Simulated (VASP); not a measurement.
Runs of VASP 6.6.1 on GeSb4Te4. The structure is that of space group P-3m1 (No. 164), or close to it. The cells are those of the table. 

| cell | gap on the mesh (eV) | pressure (GPa) | largest force (eV/Å) |
| --- | --- | --- | --- |
| a = 4.189, b = 4.189, c = 16.585 Å, angles 90.0, 90.0, 120.0°, 9 atoms | none | 3.5 | 0.08 |
| a = 4.228, b = 4.228, c = 16.797 Å, angles 90.0, 90.0, 120.0°, 9 atoms | none | 1.6 | 0.08 |
| a = 4.094, b = 4.094, c = 16.256 Å, angles 90.0, 90.0, 120.0°, 9 atoms | none | (b) | 0.08 |
| a = 4.144, b = 4.144, c = 16.408 Å, angles 90.0, 90.0, 120.0°, 9 atoms | none | 5.8 | 0.08 |
| a = 4.267, b = 4.267, c = 17.007 Å, angles 90.0, 90.0, 120.0°, 9 atoms | - | 0.1 | 0.06 |
| a = 4.309, b = 4.309, c = 18.342 Å, angles 90.0, 90.0, 120.0°, 9 atoms | 0.10 | -2.1 | 0.08 |
| a = 4.316, b = 4.316, c = 17.613 Å, angles 90.0, 90.0, 120.0°, 9 atoms | 0.06 | (a) | 0.07 |

Alike in all rows: task single point; level PBEsol; potentials or basis VASP PAW PBE potentials, release 64 (Ge_d, Sb, Te); no spin polarisation; k mesh 12 × 12 × 2; cutoff (eV) 520; smearing gaussian 0.1 eV.

Question: Estimate the missing entries.

Answer: (a) -1.9; (b) 8.5.

Caveats: the PAW data sets were made with another functional, which shifts forces and pressure a little; spin-orbit coupling is left out, which moves the levels of the heavy elements; this functional lacks dispersion, which binds the layers, so the pressure and a relaxed spacing across them are unreliable (some runs).

A k mesh can miss the band edges, and the runs leave out spin-orbit coupling on Ge, Sb, Te.

A gap of «none» marks levels without a gap at the run's occupations.
